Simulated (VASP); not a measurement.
# Ag (P1) in VASP: relaxation of cell and atoms with PBE

Aim: the relaxation of cell and atoms of Ag with PBE.

Program: VASP 6.6.1. These are calculated values, not measurements. Logs are shortened: lines on timing, memory, paths and dates and some standing lists are left out, and cuts for length are marked.

## Step 1: The cell of the first run

The typed cell holds 4 atoms: a = 5.237 Å, b = 5.381 Å, c = 3.850 Å, α = 94.57°, β = 116.83°, γ = 67.13°.

The cell was generated, and may not be a known phase.

## Step 2: Relaxation of cell and atoms, PBE

The input, INCAR:

```
PREC     = Accurate       # precision mode
ENCUT    = 600            # plane-wave cutoff, eV
EDIFF    = 1E-7           # SCF threshold, eV
ISMEAR   = 0              # smearing method
SIGMA    = 0.1            # smearing width, eV
LREAL    = F              # projectors in reciprocal space
LASPH    = T              # aspherical terms in the spheres
NELM     = 80             # most SCF steps
ALGO     = Fast           # electronic algorithm
ISIF     = 3              # what is computed and relaxed
LWAVE    = F              # write WAVECAR
LCHARG   = F              # write CHGCAR
GGA      = PE             # functional
IBRION   = 2              # ionic algorithm
NSW      = 90             # ionic steps
EDIFFG   = -0.04          # ionic threshold
```

The input, KPOINTS:

```
Automatic mesh
0
Gamma
  4 4 6
```

The input, POSCAR:

```
Ag
1.0
    5.2374008988      0.0000000000      0.0000000000
    2.0912233834      4.9579411552      0.0000000000
   -1.7377043604      0.3998358730      3.4124928654
Ag
4
Direct
    0.4795364818      0.6949442147      0.3983005289
    0.2225240285      0.3517097181      0.5028581707
    0.7566711190      0.1403208300      0.2118022165
    0.9782763426      0.5508210738      0.9098861742
```

Potentials or basis: VASP PAW PBE potentials, release 64 (Ag).

On the command line:

```sh
$ cat potpaw_PBE.64/Ag/POTCAR > POTCAR
$ mpirun -np 1 vasp_std > vasp.out
```

OUTCAR:

```text
PREC = Accurate
   ENCUT = 600
   EDIFF = 1E-7
   ISMEAR = 0
   LREAL = F
   LASPH = T
   NELM = 80
   ISIF = 3
   GGA = PE
   IBRION = 2
   NSW = 90
   EDIFFG = -0.04

 ion  position               nearest neighbor table
   1  0.480  0.695  0.398-   4 2.31   4 2.81   2 2.82   3 2.96   2 3.32   3 3.37   2 3.44   3 3.50

   2  0.223  0.352  0.503-   4 2.16   4 2.39   3 2.77   1 2.82   3 2.83   3 3.24   1 3.32   1 3.44

   3  0.757  0.140  0.212-   2 2.77   2 2.83   1 2.96   4 3.24   2 3.24   4 3.35   1 3.37   4 3.42
                             4 3.46   1 3.50
   4  0.978  0.551  0.910-   2 2.16   1 2.31   2 2.39   1 2.81   3 3.24   3 3.35   3 3.42   3 3.46

  LATTYP: Found a triclinic cell.
 ALAT       =     5.8655969814
 B/A-ratio  =     0.9173710551
 C/A-ratio  =     0.6564160111
 COS(alpha) =     0.0797162942
 COS(beta)  =     0.3265611529
 COS(gamma) =     0.6226842862

  Lattice vectors:

 A1 = (  -1.4084731550,   4.5581052822,  -3.4124928654)
 A2 = (   2.0912233834,   4.9579411552,   0.0000000000)
 A3 = (   1.7377043604,  -0.3998358730,  -3.4124928654)

Analysis of symmetry for initial positions (statically):
=====================================================================
 Subroutine PRICEL returns:
 Original cell was already a primitive cell.

 Routine SETGRP: Setting up the symmetry group for a
 triclinic supercell.

 Subroutine GETGRP returns: Found  1 space group operations
 (whereof  1 operations were pure point group operations)
 out of a pool of  2 trial point group operations.

The static configuration has the point symmetry C_1 .

Analysis of symmetry for dynamics (positions and initial velocities):
=====================================================================
 Subroutine PRICEL returns:
 Original cell was already a primitive cell.

 Routine SETGRP: Setting up the symmetry group for a
 triclinic supercell.

 Subroutine GETGRP returns: Found  1 space group operations
 (whereof  1 operations were pure point group operations)
 out of a pool of  2 trial point group operations.

The dynamic configuration has the point symmetry C_1 .

 Subroutine INISYM returns: Found  1 space group operations
 (whereof  1 operations are pure point group operations),
 and found     1 'primitive' translations

----------------------------------------------------------------------------------------

                                     Primitive cell

  volume of cell :      88.6113

  direct lattice vectors                    reciprocal lattice vectors
     5.237400899  0.000000000  0.000000000     0.190934400 -0.080534736  0.106663437
     2.091223383  4.957941155  0.000000000     0.000000000  0.201696625 -0.023632444
    -1.737704360  0.399835873  3.412492865     0.000000000  0.000000000  0.293040906

  length of vectors
     5.237400899  5.380928892  3.850271773     0.233064106  0.203076392  0.293040906

  position of ions in fractional coordinates (direct lattice)
     0.479536482  0.694944215  0.398300529
     0.222524028  0.351709718  0.502858171
     0.756671119  0.140320830  0.211802216
     0.978276343  0.550821074  0.909886174

  ion indices of the primitive-cell ions
   primitive index   ion index
                 1           1
                 2           2
                 3           3
                 4           4

----------------------------------------------------------------------------------------

 KPOINTS: Automatic mesh

Automatic generation of k-mesh.
 Grid dimensions read from file:
 generate k-points for:    4    4    6

 Generating k-lattice:

  Cartesian coordinates                     Fractional coordinates (reciprocal lattice)
     0.047733600 -0.020133684  0.026665859     0.250000000  0.000000000  0.000000000
     0.000000000  0.050424156 -0.005908111     0.000000000  0.250000000  0.000000000
     0.000000000  0.000000000  0.048840151     0.000000000  0.000000000  0.166666667

  Length of vectors
     0.058266027  0.050769098  0.048840151

  Shift w.r.t. Gamma in fractional coordinates (k-lattice)
     0.000000000  0.000000000  0.000000000

 Subroutine IBZKPT returns following result:
 ===========================================

 Found     52 irreducible k-points:

 Following reciprocal coordinates:
            Coordinates               Weight
  0.000000  0.000000  0.000000      1.000000
  0.250000  0.000000 -0.000000      2.000000
  0.500000  0.000000 -0.000000      1.000000
  0.000000  0.250000  0.000000      2.000000
  0.250000  0.250000 -0.000000      2.000000
  0.500000  0.250000 -0.000000      2.000000
[... 16 lines left out ...]
  0.000000 -0.250000  0.166667      2.000000
  0.250000 -0.250000  0.166667      2.000000
 [... further k-points ...]
   k-points           NKPTS =     52   k-points in BZ     NKDIM =     52   number of bands    NBANDS=     26
   number of dos      NEDOS =    301   number of ions     NIONS =      4
   total plane-waves  NPLWV =  64512
   dimension x,y,z NGX =    42 NGY =   48 NGZ =   32
   dimension x,y,z NGXF=    84 NGYF=   96 NGZF=   64
   ions per type =               4
   NGX,Y,Z   is equivalent  to a cutoff of  13.33, 14.83, 13.82 a.u.
   NGXF,Y,Z  is equivalent  to a cutoff of  26.66, 29.66, 27.63 a.u.
 SYSTEM =  unknown system
   PREC   = accura    normal or accurate (medium, high low for compatibility)
   ISTART =      0    job   : 0-new  1-cont  2-samecut
   ICHARG =      2    charge: 1-file 2-atom 10-const
   ISPIN  =      1    spin polarized calculation?
   LNONCOLLINEAR =      F non collinear calculations
   LSORBIT =      F    spin-orbit coupling
   LASPH  =      T    aspherical Exc in radial PAW
   ENCUT  =  600.0 eV  44.10 Ry    6.64 a.u.  10.46 10.75  7.69*2*pi/ulx,y,z
   NELM   =     80;   NELMIN=  2; NELMDL= -5     # of ELM steps
   EDIFF  = 0.1E-06   stopping-criterion for ELM
   LREAL  =      F    real-space projection
   EDIFFG = -.4E-01   stopping-criterion for IOM
   NSW    =     90    number of steps for IOM
   IBRION =      2    ionic relax: 0-MD 1-quasi-New 2-CG
   NFREE  =      1    steps in history (QN), initial steepest desc. (CG)
   ISIF   =      3    stress and relaxation
   ISYM   =      2    0-nonsym 1-usesym 2-fastsym
   POTIM  = 0.5000    time-step for ionic-motion
   TEBEG  =    0.0;   TEEND  =   0.0 temperature during run
   PSTRESS=    0.0 pullay stress
   NELECT =      44.0000    total number of electrons
   NUPDOWN=      -1.0000    fix difference up-down
   EMIN   =  10.00;   EMAX   =-10.00  energy-range for DOS
   EFERMI =   0.00;   METHOD = LEGACY
   ISMEAR =     0;   SIGMA  =   0.10  broadening in eV -4-tet -1-fermi 0-gaus
   EFERMI_NEDOS =   21; number of points for ismear=-14 and -15
   IALGO  =     68    algorithm
   IMIX   =      4    mixing-type and parameters
     AMIX     =   0.40;   BMIX     =  1.00
     AMIX_MAG =   1.60;   BMIX_MAG =  1.00
  volume/ion in A,a.u.               =      22.15       149.49
  Fermi-wavevector in a.u.,A,eV,Ry     =   1.296371  2.449787 22.865660  1.680579
  Thomas-Fermi vector in A             =   2.427832
   LORBIT       =      0    0 simple, 1 ext, 2 COOP (PROOUT), +10 PAW based schemes
   GGA     = PE    functional components
   LHFCALC =     F    Hartree Fock is set to
   AEXX    =    0.0000 exact exchange contribution
   IVDW    =     0    specifies the selected vdW correction
   LEPSILON=     F    determine dielectric tensor
   LRPA    =     F    only Hartree local field effects (RPA)
 conjugate gradient relaxation of ions
 non-spin polarized calculation
 RMM-DIIS sequential band-by-band and
 Gauss-broadening in eV      SIGMA  =   0.10
  energy-cutoff  :      600.00
  volume of cell :       88.61
 maximum number of plane-waves:      2967
 NGX is ok and might be reduce to    42
   NGX = 21   NGY = 21   NGZ = 15

--------------------------------------- Ionic step        1  -------------------------------------------

 number of electron      44.0000001 magnetization

 Free energy of the ion-electron system (eV)
  ---------------------------------------------------
  ext. energy  EPLUGINS =         0.00000000
  ---------------------------------------------------
  free energy    TOTEN  =        -6.74258652 eV

  energy without entropy =       -6.73735126  energy(sigma->0) =       -6.73996889

------------------------ aborting loop because EDIFF is reached ----------------------------------------

  FORCE on cell =-STRESS in cart. coord.  units (eV):
  Direction    XX          YY          ZZ          XY          YZ          ZX
  --------------------------------------------------------------------------------------
  -------------------------------------------------------------------------------------
  Total        4.2577759     -0.0688571     20.5047493     -2.1844119     -5.5646649      1.5539008
  in kB       76.9847038     -1.2450033    370.7456866    -39.4962780   -100.6145196     28.0960276
  external PRESSURE =     148.8284624 kB  Pullay stress =       0.0000000 kB
[... 1506 lines left out ...]
     25       9.8683      0.00000
     26      10.9813      0.00000

 [... further k-points ...]

[... ionic steps 4 to 29 ...]

--------------------------------------- Ionic step       30  -------------------------------------------

 number of electron      43.9999998 magnetization

------------------------ aborting loop because EDIFF is reached ----------------------------------------

  FORCE on cell =-STRESS in cart. coord.  units (eV):
  Direction    XX          YY          ZZ          XY          YZ          ZX
  --------------------------------------------------------------------------------------
  -------------------------------------------------------------------------------------
  Total       -0.0829563     -0.0667635     -0.0314602      0.0825498     -0.1119264     -0.1261026
  in kB       -1.8633627     -1.4996395     -0.7066582      1.8542316     -2.5140884     -2.8325146
  external PRESSURE =      -1.3565535 kB  Pullay stress =       0.0000000 kB
[... 61 lines left out ...]
  energy  without entropy=      -10.9281009039  energy(sigma->0) =      -10.92984052

--------------------------------------- Ionic step       32  -------------------------------------------

 number of electron      43.9999997 magnetization

 Free energy of the ion-electron system (eV)
  ---------------------------------------------------
  ext. energy  EPLUGINS =         0.00000000
  ---------------------------------------------------
  free energy    TOTEN  =       -10.93389420 eV

  energy without entropy =      -10.93092088  energy(sigma->0) =      -10.93240754

 E-fermi :   7.8869     XC(G=0): -11.9698

 val. band max:        7.8548617191   @ k =  -0.2500   0.2500   0.3333
 cond. band min:       7.9892751785   @ k =  -0.2500   0.2500   0.1667
 fundamental gap:      0.1344134594
 Fermi energy:         7.8869045589

 k-point     1 :       0.0000    0.0000    0.0000
  band No.  band energies     occupation
      1       0.4050      2.00000
      2       1.6969      2.00000
      3       1.8275      2.00000
      4       2.4427      2.00000
      5       2.4427      2.00000
      6       2.9562      2.00000
[... 718 lines left out ...]
  FREE ENERGIE OF THE ION-ELECTRON SYSTEM (eV)
  ---------------------------------------------------
  free  energy   TOTEN  =       -10.9338941977 eV

  energy  without entropy=      -10.9309208780  energy(sigma->0) =      -10.93240754

 reached required accuracy - stopping structural energy minimisation
```

It took 51 min on 1 thread of Intel Xeon Platinum 8488C (Sapphire Rapids), shared host; peak memory 0.33 GiB.

Results:

```
Free energy                           : -10.9339 eV
Relaxed volume                        : 17.75 Å³/atom
Relaxed cell                          : a = 5.015 Å, b = 4.165 Å, c = 4.191 Å, α = 89.90°, β = 114.22°, γ = 65.45°
Space group after relaxing (to 0.1 Å) : I4/mmm (No. 139)
Energy gained by relaxing             : 1047.8 meV/atom
Ionic steps                           : 32
Pressure after relaxing               : 0.2 GPa
Largest force after relaxing          : 0.032 eV/Å
Band gap on the k mesh                : zero (bands 22 and 23 overlap by 3.22 eV)
```

Forces on the atoms (eV/Å):
```
Ag  -0.023  0.003  0.018
Ag  -0.006 -0.016  0.017
Ag   0.011 -0.005 -0.016
Ag   0.018  0.019 -0.019
```

Step by step:
```csv
step,energy change (eV),largest force (eV/Å),pressure (GPa),volume (Å³)
1,0.0000,6.9523,14.88,88.61
2,-1.5204,1.8147,-5.72,115.58
3,-1.8749,2.3923,-2.58,102.13
4,-2.3656,0.7716,-4.00,98.81
5,-2.4979,0.6434,-3.72,96.57
6,-2.4209,1.2795,-0.47,91.91
7,-2.5230,0.7856,-3.19,95.20
8,-2.6964,0.7809,0.47,87.28
9,-2.6982,0.7917,0.99,86.50
10,-2.8742,0.8306,0.82,84.47
11,-2.9207,1.4711,4.75,78.10
12,-3.0093,0.9732,1.81,81.36
13,-3.1706,0.6999,-0.91,82.70
14,-3.2371,0.4408,-2.88,84.09
15,-3.3681,0.5147,-0.62,79.91
16,-3.3886,0.8030,1.14,77.75
17,-3.5301,0.8134,1.15,76.35
18,-3.5819,0.9104,2.38,74.49
19,-3.7001,0.5107,-2.89,78.38
20,-3.7001,0.5101,-2.82,78.31
21,-3.8491,0.7104,-0.81,74.85
22,-3.8796,0.9552,0.79,73.17
23,-4.0261,0.7810,0.10,72.42
24,-4.0480,0.6527,0.67,71.78
25,-4.0519,0.6892,0.40,71.98
26,-4.1458,0.3611,-1.36,72.62
27,-4.1564,0.2372,-1.84,72.92
28,-4.1456,0.2684,3.87,68.68
29,-4.1773,0.2439,0.47,70.93
30,-4.1890,0.0913,-0.14,71.33
31,-4.1890,0.0847,-0.18,71.35
32,-4.1913,0.0325,0.23,71.02
```

Final structure:
```
Ag
1.0
     5.01318   -0.11218   -0.03003
     1.81616    3.73761    0.27611
    -1.68441    0.54600    3.79813
Ag
4
Direct
  0.35983 0.80952 0.12974
  0.35870 0.31044 0.62958
  0.85906 0.05944 0.38163
  0.85942 0.55839 0.88189
```

Caveat: the volume moved by over 15 % at a fixed basis, so the end points are rough.

The gap in the log of VASP goes by the Fermi energy; the results here count the filled bands.